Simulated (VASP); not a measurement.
LiCl:

```
CELL_PARAMETERS angstrom
0.00766 -0.00046 -3.63959
3.04964 -5.41272 -0.00707
-9.07658 -5.37097 0.01856
ATOMIC_POSITIONS crystal
Li 0.36492 0.33353 0.68468
Li 0.29456 0.81888 0.20151
Li 0.71136 0.93232 0.47511
Li 0.66952 0.38058 0.02791
Li 0.95502 0.77787 0.81515
Li 0.97928 0.28436 0.30278
Cl 0.84362 0.17533 0.82096
Cl 0.84476 0.68625 0.30219
Cl 0.18074 0.13080 0.52742
Cl 0.22519 0.65127 0.98384
Cl 0.41172 0.68181 0.68538
Cl 0.51932 0.14701 0.17308
```

* Program: VASP 6.6.1
* Task: relaxation of cell and atoms
* Functional: PBE
* Potentials or basis: VASP PAW PBE potentials, release 64 (Li_sv, Cl)
* Cutoff: 600 eV
* k mesh: 4 × 2 × 2
* Occupations: gaussian, width 0.1 eV
* Spin: no spin polarisation

At the start: pressure 2.1 GPa; volume 19.87 Å³/atom.

**Question.** Where does the relaxation end?

**Answer.** Over 19 steps the energy falls by 108.3 meV/atom and the volume is 20.41 Å³/atom (+2.7 %); space group P1 (No. 1, to 0.1 Å) before, P3_221 (No. 154, to 0.1 Å).

The path:
| step | energy change (eV) | largest force (eV/Å) | pressure (GPa) | volume (Å³) |
| --- | --- | --- | --- | --- |
| 1 | 0.0000 | 1.4930 | 2.08 | 238.42 |
| 2 | -0.6060 | 1.0816 | 0.39 | 247.40 |
| 3 | -0.9509 | 0.5056 | -1.27 | 262.30 |
| 4 | -0.9523 | 0.4778 | -1.33 | 263.10 |
| 5 | -1.0737 | 0.3635 | -0.79 | 255.57 |
| 6 | -1.1587 | 0.4866 | 0.44 | 242.61 |
| 7 | -1.2161 | 0.2414 | 0.33 | 242.40 |
| 8 | -1.2445 | 0.2136 | 0.30 | 242.07 |
| 9 | -1.2627 | 0.1203 | -0.06 | 245.18 |
| 10 | -1.2660 | 0.1064 | -0.27 | 247.12 |
| 11 | -1.2760 | 0.0900 | -0.09 | 245.31 |
| 12 | -1.2803 | 0.0968 | 0.16 | 243.05 |
| 13 | -1.2866 | 0.0564 | 0.06 | 244.02 |
| 14 | -1.2890 | 0.0661 | -0.04 | 245.10 |
| 15 | -1.2936 | 0.0492 | -0.01 | 244.94 |
| 16 | -1.2952 | 0.0819 | 0.02 | 244.78 |
| 17 | -1.2978 | 0.0325 | -0.01 | 245.15 |
| 18 | -1.2982 | 0.0294 | -0.02 | 245.38 |
| 19 | -1.2995 | 0.0224 | 0.02 | 244.95 |

Final structure:
```cif
data_structure
_symmetry_space_group_name_H-M 'P 1'
_symmetry_Int_Tables_number 1
_cell_length_a 3.7002
_cell_length_b 6.1782
_cell_length_c 10.7150
_cell_angle_alpha 90.125
_cell_angle_beta 89.934
_cell_angle_gamma 89.992
_cell_volume 244.95
loop_
_atom_site_label
_atom_site_type_symbol
_atom_site_fract_x
_atom_site_fract_y
_atom_site_fract_z
_atom_site_occupancy
Li1 Li 0.33013 0.30393 0.69327 1
Li2 Li 0.33541 0.80810 0.19514 1
Li3 Li 0.66811 0.88672 0.50079 1
Li4 Li 0.67732 0.38765 0.99979 1
Li5 Li 0.98639 0.80333 0.80734 1
Li6 Li 0.00220 0.30750 0.30610 1
Cl1 Cl 0.83024 0.17958 0.81879 1
Cl2 Cl 0.83473 0.68167 0.31976 1
Cl3 Cl 0.16784 0.13912 0.49900 1
Cl4 Cl 0.17588 0.64031 0.00014 1
Cl5 Cl 0.48810 0.68019 0.68014 1
Cl6 Cl 0.50366 0.18190 0.17975 1
```

Caveat: the k points lie up to 0.51 Å⁻¹ apart in the final cell; the cutoff is under 1.25 times the usual one of these potentials, so pressure, stress and relaxed cells hold a basis-set (Pulay) error.
